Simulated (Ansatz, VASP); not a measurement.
## One calculation of WSe2, two programs

```
CELL_PARAMETERS angstrom
3.24925 0.00000 0.00000
-1.62462 2.81393 0.00000
0.00000 0.00000 34.64099
ATOMIC_POSITIONS crystal
W 0.66667 0.33333 0.90753
W 0.66667 0.33333 0.27741
W 0.33333 0.66667 0.72259
W 0.33333 0.66667 0.09247
Se 0.33333 0.66667 0.95565
Se 0.33333 0.66667 0.32544
Se 0.66667 0.33333 0.77072
Se 0.66667 0.33333 0.14059
Se 0.33333 0.66667 0.85941
Se 0.33333 0.66667 0.22928
Se 0.66667 0.33333 0.67456
Se 0.66667 0.33333 0.04435
```

Alike in both runs: functional LDA; k mesh 9 × 9 × 1; occupations gaussian, width 0.02 eV; no spin polarisation.

Ansatz relaxed the structure, and its values are those at the end. VASP's run is a single point on that final structure, the one shown.

```csv
,VASP,Ansatz
version,VASP 6.6.1,Ansatz 0.2.0
potentials or method,"VASP PAW LDA potentials, release 64 (W_sv, Se), cutoff 500 eV","scalar-relativistic, plane waves, PAW"
valence electrons in the cell,104,184
```

|  | VASP | Ansatz | Ansatz less VASP |
| --- | --- | --- | --- |
| gap on the k mesh at the Fermi level (eV) | 1.11 | 1.12 | +0.010 |
| least direct gap on the mesh (eV) | 1.65 | 1.64 | -0.002 |
| rms of the force components (eV/Å) | 0.049 | 0.000 | -0.0486 |

Ansatz warns that its potentials were made for another functional, while VASP's fit it. LDA's correlation is that of Perdew and Zunger in VASP and of Perdew and Wang (1992) in Ansatz. VASP's potentials hold 104 valence electrons a cell and Ansatz's 184, so a difference there can come from the potentials and not from the codes. Ansatz's warnings: xc potential rough in thin density.

Spin-orbit coupling is off throughout.
